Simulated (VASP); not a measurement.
The system is NiSbH.

```
CELL_PARAMETERS angstrom
3.97673 0.00000 0.00000
-1.98837 3.44395 0.00000
0.00000 0.00000 5.15564
ATOMIC_POSITIONS crystal
Ni 0.00000 0.00000 0.00000
Ni 0.00000 0.00000 0.50000
Sb 0.33333 0.66667 0.25000
Sb 0.66667 0.33333 0.75000
H 0.33333 0.66667 0.75000
H 0.66667 0.33333 0.25000
```

```yaml
Program: VASP 6.6.1
Task: relaxation of cell and atoms
Functional: PBE
Potentials_or_basis: VASP PAW PBE potentials, release 64 (Ni, Sb, H)
Cutoff: 600 eV
k_mesh: 6 × 6 × 4
Occupations: gaussian, width 0.1 eV
Spin: no spin polarisation
```

At the start: pressure 9.6 GPa; volume 11.77 Å³/atom.

Q: How do energy, volume and symmetry change on relaxing?

A: Over 11 steps the energy falls by 72.3 meV/atom and the volume is 12.67 Å³/atom (+7.7 %); space group P6_3/mmc (No. 194, to 0.05 Å).

The path:
```
step  energy change (eV)  largest force (eV/Å)  pressure (GPa)  volume (Å³)
   1              0.0000                0.0000            9.64        70.61
   2             -0.1960                0.0000           -2.45        78.08
   3             -0.2007                0.0000           -0.87        76.98
   4             -0.2006                0.0000           -1.25        77.16
   5             -0.2600                0.0000           -1.29        77.05
   6             -0.4264                0.0000           -0.64        76.49
   7              0.2684                0.0000            9.03        74.23
   8             -0.4331                0.0000           -0.53        76.37
   9             -0.4337                0.0000           -0.45        76.33
  10             -0.4335                0.0000            0.60        75.67
  11             -0.4341                0.0000            0.02        76.02
```

Final structure:
```
Ni Sb H
1.0
     4.28860    0.00000    0.00000
    -2.14430    3.71404    0.00000
     0.00000    0.00000    4.77285
Ni Sb H
2 2 2
Cartesian
  0.0000 0.0000 0.0000
  0.0000 0.0000 2.3864
  0.0000 2.4760 1.1932
  2.1443 1.2380 3.5796
  0.0000 2.4760 3.5796
  2.1443 1.2380 1.1932
```
